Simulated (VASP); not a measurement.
# Hf2TaN3 (P4mm) in VASP: a series of runs

The runs below take Hf2TaN3 through single point, with PBE.

Everything below comes from runs of VASP 6.6.1. Logs are shortened: lines on timing, memory, paths and dates and some standing lists are left out, and cuts for length are marked.

### Step 1. The cell of the first run

The structure is tetragonal, space group P4mm (No. 99). The conventional cell has a = 3.105 Å, b = 3.105 Å, c = 7.924 Å, α = 90.00°, β = 90.00°, γ = 90.00°. Hf (site symmetry 4mm) has 6 N at 2.20 to 2.31 Å within 2.9 Å. Hf (site symmetry 4mm) has 5 N at 2.20 to 2.30 Å within 2.9 Å. Within 2.9 Å of Ta (site symmetry 4mm) lie 5 N at 2.20 to 2.40 Å. Within 2.9 Å of N (site symmetry 4mm) lie 5 Hf at 2.20 to 2.31 Å. N (site symmetry 4mm) has 4 Ta at 2.20 Å and 1 Hf at 2.31 Å within 2.9 Å. Within 2.9 Å of N (site symmetry 4mm) lie 5 Hf at 2.20 to 2.30 Å and 1 Ta at 2.40 Å.

The cell was built from a structure type or drawn by symmetry, and may not be a known phase.

### Step 2. Single point, PBE

Input file INCAR:

```
PREC = Accurate
ENCUT = 520
EDIFF = 1E-7
ISMEAR = 0
SIGMA = 0.1
LREAL = False
LASPH = True
NELM = 60
ALGO = Normal
ISIF = 2
LWAVE = False
LCHARG = False
GGA = PE
NBANDS = 32
```

Input file KPOINTS:

```
regular mesh
0
Gamma
  6 6 2
```

Input file POSCAR:

```
Hf2TaN3
1.0
    3.1053833250      0.0000000000      0.0000000000
    0.0000000000      3.1053833250      0.0000000000
    0.0000000000      0.0000000000      7.9243726724
Hf Ta N
2 1 3
Direct
    0.0000000000      0.0000000000     -0.0753564421
    0.5000000000      0.5000000000      0.6143102970
    0.5000000000      0.5000000000      0.2076151837
    0.0000000000      0.0000000000      0.6325907145
    0.0000000000      0.0000000000      0.2158271166
    0.5000000000      0.5000000000      0.9050131403
```

Potentials or basis: VASP PAW PBE potentials, release 64 (Hf_pv, Ta_pv, N).

Started as:

```bash
cat potpaw_PBE.64/Hf_pv/POTCAR potpaw_PBE.64/Ta_pv/POTCAR potpaw_PBE.64/N/POTCAR > POTCAR
mpirun -np 1 vasp_std > vasp.out
```

OUTCAR:

```text
PREC = Accurate
   ENCUT = 520
   EDIFF = 1E-7
   ISMEAR = 0
   LREAL = False
   LASPH = True
   NELM = 60
   ISIF = 2
   GGA = PE

 ion  position               nearest neighbor table
   1  0.000  0.000  0.925-   6 2.20   6 2.20   6 2.20   6 2.20   5 2.31   4 2.31   3 3.14   3 3.14
                             3 3.14   3 3.14   2 3.30   2 3.30   2 3.30   2 3.30
   2  0.500  0.500  0.614-   4 2.20   4 2.20   4 2.20   4 2.20   6 2.30   3 3.22   1 3.30   1 3.30
                             1 3.30   1 3.30
   3  0.500  0.500  0.208-   5 2.20   5 2.20   5 2.20   5 2.20   6 2.40   1 3.14   1 3.14   1 3.14
                             1 3.14   2 3.22
   4  0.000  0.000  0.633-   2 2.20   2 2.20   2 2.20   2 2.20   1 2.31
   5  0.000  0.000  0.216-   3 2.20   3 2.20   3 2.20   3 2.20   1 2.31
   6  0.500  0.500  0.905-   1 2.20   1 2.20   1 2.20   1 2.20   2 2.30   3 2.40

  LATTYP: Found a simple tetragonal cell.
 ALAT       =     3.1053833250
 C/A-ratio  =     2.5518178734

  Lattice vectors:

 A1 = (   3.1053833250,   0.0000000000,   0.0000000000)
 A2 = (   0.0000000000,   3.1053833250,   0.0000000000)
 A3 = (   0.0000000000,   0.0000000000,   7.9243726724)

Analysis of symmetry for initial positions (statically):
=====================================================================
 Subroutine PRICEL returns:
 Original cell was already a primitive cell.

 Routine SETGRP: Setting up the symmetry group for a
 simple tetragonal supercell.

 Subroutine GETGRP returns: Found  8 space group operations
 (whereof  8 operations were pure point group operations)
 out of a pool of 16 trial point group operations.

The static configuration has the point symmetry C_4v.

Analysis of symmetry for dynamics (positions and initial velocities):
=====================================================================
 Subroutine PRICEL returns:
 Original cell was already a primitive cell.

 Routine SETGRP: Setting up the symmetry group for a
 simple tetragonal supercell.

 Subroutine GETGRP returns: Found  8 space group operations
 (whereof  8 operations were pure point group operations)
 out of a pool of 16 trial point group operations.

The dynamic configuration has the point symmetry C_4v.

 Subroutine INISYM returns: Found  8 space group operations
 (whereof  8 operations are pure point group operations),
 and found     1 'primitive' translations

----------------------------------------------------------------------------------------

                                     Primitive cell

  volume of cell :      76.4179

  direct lattice vectors                    reciprocal lattice vectors
     3.105383325  0.000000000  0.000000000     0.322021437  0.000000000  0.000000000
     0.000000000  3.105383325  0.000000000     0.000000000  0.322021437  0.000000000
     0.000000000  0.000000000  7.924372672     0.000000000  0.000000000  0.126192954

  length of vectors
     3.105383325  3.105383325  7.924372672     0.322021437  0.322021437  0.126192954

  position of ions in fractional coordinates (direct lattice)
     0.000000000  0.000000000  0.924643558
     0.500000000  0.500000000  0.614310297
     0.500000000  0.500000000  0.207615184
     0.000000000  0.000000000  0.632590714
     0.000000000  0.000000000  0.215827117
     0.500000000  0.500000000  0.905013140

  ion indices of the primitive-cell ions
   primitive index   ion index
                 1           1
                 2           2
                 3           3
                 4           4
                 5           5
                 6           6

----------------------------------------------------------------------------------------

 KPOINTS: regular mesh

Automatic generation of k-mesh.
 Grid dimensions read from file:
 generate k-points for:    6    6    2

 Generating k-lattice:

  Cartesian coordinates                     Fractional coordinates (reciprocal lattice)
     0.053670239  0.000000000  0.000000000     0.166666667  0.000000000  0.000000000
     0.000000000  0.053670239  0.000000000     0.000000000  0.166666667  0.000000000
     0.000000000  0.000000000  0.063096477     0.000000000  0.000000000  0.500000000

  Length of vectors
     0.053670239  0.053670239  0.063096477

  Shift w.r.t. Gamma in fractional coordinates (k-lattice)
     0.000000000  0.000000000  0.000000000

 Subroutine IBZKPT returns following result:
 ===========================================

 Found     20 irreducible k-points:

 Following reciprocal coordinates:
            Coordinates               Weight
  0.000000  0.000000  0.000000      1.000000
  0.166667  0.000000  0.000000      4.000000
  0.333333  0.000000  0.000000      4.000000
  0.500000  0.000000  0.000000      2.000000
  0.166667  0.166667  0.000000      4.000000
  0.333333  0.166667  0.000000      8.000000
[... 12 lines left out ...]
  0.500000  0.333333  0.500000      4.000000
  0.500000  0.500000  0.500000      1.000000
   k-points           NKPTS =     20   k-points in BZ     NKDIM =     20   number of bands    NBANDS=     32
   number of dos      NEDOS =    301   number of ions     NIONS =      6
   total plane-waves  NPLWV =  34560
   dimension x,y,z NGX =    24 NGY =   24 NGZ =   60
   dimension x,y,z NGXF=    48 NGYF=   48 NGZF=  120
   ions per type =               2   1   3
   NGX,Y,Z   is equivalent  to a cutoff of  12.85, 12.85, 12.59 a.u.
   NGXF,Y,Z  is equivalent  to a cutoff of  25.70, 25.70, 25.17 a.u.
 SYSTEM =  unknown system
   PREC   = accura    normal or accurate (medium, high low for compatibility)
   ISTART =      0    job   : 0-new  1-cont  2-samecut
   ICHARG =      2    charge: 1-file 2-atom 10-const
   ISPIN  =      1    spin polarized calculation?
   LNONCOLLINEAR =      F non collinear calculations
   LSORBIT =      F    spin-orbit coupling
   LASPH  =      T    aspherical Exc in radial PAW
   ENCUT  =  520.0 eV  38.22 Ry    6.18 a.u.   5.77  5.77 14.73*2*pi/ulx,y,z
   NELM   =     60;   NELMIN=  2; NELMDL= -5     # of ELM steps
   EDIFF  = 0.1E-06   stopping-criterion for ELM
   LREAL  =      F    real-space projection
   EDIFFG = 0.1E-05   stopping-criterion for IOM
   NSW    =      0    number of steps for IOM
   IBRION =     -1    ionic relax: 0-MD 1-quasi-New 2-CG
   NFREE  =      0    steps in history (QN), initial steepest desc. (CG)
   ISIF   =      2    stress and relaxation
   ISYM   =      2    0-nonsym 1-usesym 2-fastsym
   POTIM  = 0.5000    time-step for ionic-motion
   TEBEG  =    0.0;   TEEND  =   0.0 temperature during run
   PSTRESS=    0.0 pullay stress
   NELECT =      46.0000    total number of electrons
   NUPDOWN=      -1.0000    fix difference up-down
   EMIN   =  10.00;   EMAX   =-10.00  energy-range for DOS
   EFERMI =   0.00;   METHOD = LEGACY
   ISMEAR =     0;   SIGMA  =   0.10  broadening in eV -4-tet -1-fermi 0-gaus
   EFERMI_NEDOS =   21; number of points for ismear=-14 and -15
   IALGO  =     38    algorithm
   IMIX   =      4    mixing-type and parameters
     AMIX     =   0.40;   BMIX     =  1.00
     AMIX_MAG =   1.60;   BMIX_MAG =  1.00
  volume/ion in A,a.u.               =      12.74        85.95
  Fermi-wavevector in a.u.,A,eV,Ry     =   1.382279  2.612128 25.996582  1.910695
  Thomas-Fermi vector in A             =   2.506985
   LORBIT       =      0    0 simple, 1 ext, 2 COOP (PROOUT), +10 PAW based schemes
   GGA     = PE    functional components
   LHFCALC =     F    Hartree Fock is set to
   AEXX    =    0.0000 exact exchange contribution
   IVDW    =     0    specifies the selected vdW correction
   LEPSILON=     F    determine dielectric tensor
   LRPA    =     F    only Hartree local field effects (RPA)
 non-spin polarized calculation
 Gauss-broadening in eV      SIGMA  =   0.10
  energy-cutoff  :      520.00
  volume of cell :       76.42
 maximum number of plane-waves:      2088
 NGX is ok and might be reduce to    24
   NGX = 11   NGY = 11   NGZ = 29

 number of electron      46.0000002 magnetization

 Free energy of the ion-electron system (eV)
  ---------------------------------------------------
  ext. energy  EPLUGINS =         0.00000000
  ---------------------------------------------------
  free energy    TOTEN  =       -64.27426435 eV

  energy without entropy =      -64.26296726  energy(sigma->0) =      -64.26861580

 E-fermi :   6.9474     XC(G=0): -12.1630

 val. band max:        6.8787964795   @ k =   0.1667   0.0000   0.0000
 cond. band min:       6.9805558866   @ k =   0.3333   0.3333   0.0000
 fundamental gap:      0.1017594071
 Fermi energy:         6.9473547540

 k-point     1 :       0.0000    0.0000    0.0000
  band No.  band energies     occupation
      1     -28.6360      2.00000
      2     -28.5700      2.00000
      3     -28.5700      2.00000
      4     -24.6248      2.00000
      5     -24.2360      2.00000
      6     -24.1583      2.00000
[... 24 lines left out ...]
     31       9.8664      0.00000
     32      10.2686      0.00000

 k-point     2 :       0.1667    0.0000    0.0000
  band No.  band energies     occupation
      1     -28.6865      2.00000
      2     -28.6252      2.00000
      3     -28.5558      2.00000
      4     -24.6068      2.00000
      5     -24.3707      2.00000
      6     -24.2182      2.00000
[... 24 lines left out ...]
     31      11.1556      0.00000
     32      11.5041      0.00000
[... 593 lines left out ...]
     31      12.3018      0.00000
     32      12.4550      0.00000

 k-point    20 :       0.5000    0.5000    0.5000
  band No.  band energies     occupation
      1     -28.9242      2.00000
      2     -28.9242      2.00000
      3     -28.5493      2.00000
      4     -24.6987      2.00000
      5     -24.6987      2.00000
      6     -24.5329      2.00000
[... 24 lines left out ...]
     31      11.6471      0.00000
     32      13.1192      0.00000

------------------------ aborting loop because EDIFF is reached ----------------------------------------

  FORCE on cell =-STRESS in cart. coord.  units (eV):
  Direction    XX          YY          ZZ          XY          YZ          ZX
  --------------------------------------------------------------------------------------
  -------------------------------------------------------------------------------------
  Total       -0.7663476     -0.7663476     -0.5887984      0.0000000      0.0000000     -0.0000000
  in kB      -16.0672322    -16.0672322    -12.3447391      0.0000000      0.0000000     -0.0000000
  external PRESSURE =     -14.8264012 kB  Pullay stress =       0.0000000 kB

 VOLUME and BASIS-vectors are now :
 -----------------------------------------------------------------------------
  energy-cutoff  :      520.00
  volume of cell :       76.42
      direct lattice vectors                 reciprocal lattice vectors
     3.105383325  0.000000000  0.000000000     0.322021437  0.000000000  0.000000000
     0.000000000  3.105383325  0.000000000     0.000000000  0.322021437  0.000000000
     0.000000000  0.000000000  7.924372672     0.000000000  0.000000000  0.126192954

 POSITION                                       TOTAL-FORCE (eV/Angst)
 -----------------------------------------------------------------------------------
      0.00000      0.00000      7.32722         0.000000      0.000000     -0.039172
      1.55269      1.55269      4.86802        -0.000000     -0.000000      0.063084
      1.55269      1.55269      1.64522         0.000000      0.000000      0.021821
      0.00000      0.00000      5.01288         0.000000      0.000000      0.046192
      0.00000      0.00000      1.71029         0.000000      0.000000     -0.055100
      1.55269      1.55269      7.17166         0.000000      0.000000     -0.036825
 -----------------------------------------------------------------------------------
    total drift:                                0.000000     -0.000000     -0.000383

  FREE ENERGIE OF THE ION-ELECTRON SYSTEM (eV)
  ---------------------------------------------------
  free  energy   TOTEN  =       -64.2742643464 eV

  energy  without entropy=      -64.2629672611  energy(sigma->0) =      -64.26861580
```

Run time: 22 s. Hardware: 1 thread of Intel Xeon 6975P-C (Granite Rapids), shared host; peak memory 0.2 GiB.

Results:

| Property | Result |
| --- | --- |
| Free energy | -64.2743 eV |
| Pressure | -1.5 GPa |
| Largest force | 0.063 eV/Å |
| Band gap on the k mesh | zero (bands 23 and 24 overlap by 3.59 eV) |

Forces in eV/Å, atoms in the order of the input:
```
Hf   0.000  0.000 -0.039
Hf   0.000  0.000  0.063
Ta   0.000  0.000  0.022
N    0.000  0.000  0.046
N    0.000  0.000 -0.055
N    0.000  0.000 -0.037
```

Stress tensor (GPa, compression positive):
```
-1.61  0.00  0.00
 0.00 -1.61  0.00
 0.00  0.00 -1.23
```

Caveat: the k points lie up to 0.40 Å⁻¹ apart, too coarse for converged energies and pressures of a metal; spin-orbit coupling is left out, which moves the levels of the heavy elements.

### Step 3. Single point, PBE

This run uses another cell than the first one, of 14.41 Å³/atom.

Input file INCAR:

```
  PREC = Accurate
  ENCUT = 520
  EDIFF = 1E-6
  ISMEAR = 0
  SIGMA = 0.1
  LREAL = F
  LASPH = T
  NELM = 80
  ALGO = Normal
  ISIF = 2
  LWAVE = F
  LCHARG = F
  GGA = PE
  NBANDS = 32
```

Input file KPOINTS:

```
Automatic mesh
0
Gamma
  6 6 2
```

Input file POSCAR:

```
Hf2TaN3
1.0
    3.2853603600      0.0000000000      0.0000000000
    0.0000000000      3.2853603600      0.0000000000
    0.0000000000      0.0000000000      8.0086993900
Hf Ta N
2 1 3
Direct
    0.0000000000      0.0000000000      0.0094770000
    0.5000000000      0.5000000000      0.4938240100
    0.5000000000      0.5000000000      0.1658110000
    0.0000000000      0.0000000000      0.6709480300
    0.0000000000      0.0000000000      0.3257620000
    0.5000000000      0.5000000000      0.8341779700
```

Potentials or basis: VASP PAW PBE potentials, release 64 (Hf_pv, Ta_pv, N).

Started as:

```bash
cat potpaw_PBE.64/Hf_pv/POTCAR potpaw_PBE.64/Ta_pv/POTCAR potpaw_PBE.64/N/POTCAR > POTCAR
mpirun -np 1 vasp_std > vasp.out
```

Wall time 26 s (1 thread of Intel Xeon 6975P-C (Granite Rapids), shared host); peak memory 0.2 GiB.

It converged, with:

| Item | Value |
| --- | --- |
| Free energy | -50.6751 eV |
| Pressure | -12.1 GPa |
| Largest force | 9.544 eV/Å |
| Band gap on the k mesh | zero (bands 23 and 24 overlap by 0.57 eV) |

Forces in eV/Å, atoms in the order of the input:
```
Hf   0.000  0.000 -9.544
Hf   0.000  0.000  6.674
Ta   0.000  0.000  3.373
N    0.000  0.000 -2.793
N    0.000  0.000 -1.113
N    0.000  0.000  3.403
```

Stress tensor (GPa, compression positive):
```
-11.17   0.00   0.00
  0.00 -11.17   0.00
  0.00   0.00 -13.85
```

Levels at points of the mesh, in eV from the Fermi level:
```tsv
k point	band 21	band 22	band 23	band 24	band 25	band 26
(0.00, 0.00, 0.00)	-0.82	-0.58	0.00	0.28	0.58	0.58
(0.50, 0.00, 0.00)	-0.69	-0.59	0.02	0.54	0.72	0.84
(0.50, 0.50, 0.00)	-0.87	-0.66	-0.29	-0.29	1.15	2.14
(0.00, 0.00, 0.50)	-0.60	-0.22	0.28	0.58	0.58	0.73
(0.50, 0.00, 0.50)	-1.48	-0.37	-0.03	0.47	0.53	1.38
(0.50, 0.50, 0.50)	-0.78	-0.32	-0.32	0.79	1.46	1.70
```

Caveat: the k points lie up to 0.39 Å⁻¹ apart, too coarse for converged energies and pressures of a metal; spin-orbit coupling is left out, which moves the levels of the heavy elements; forces of over 1 eV/Å act on the atoms, so gaps and moduli don't describe the material at rest.
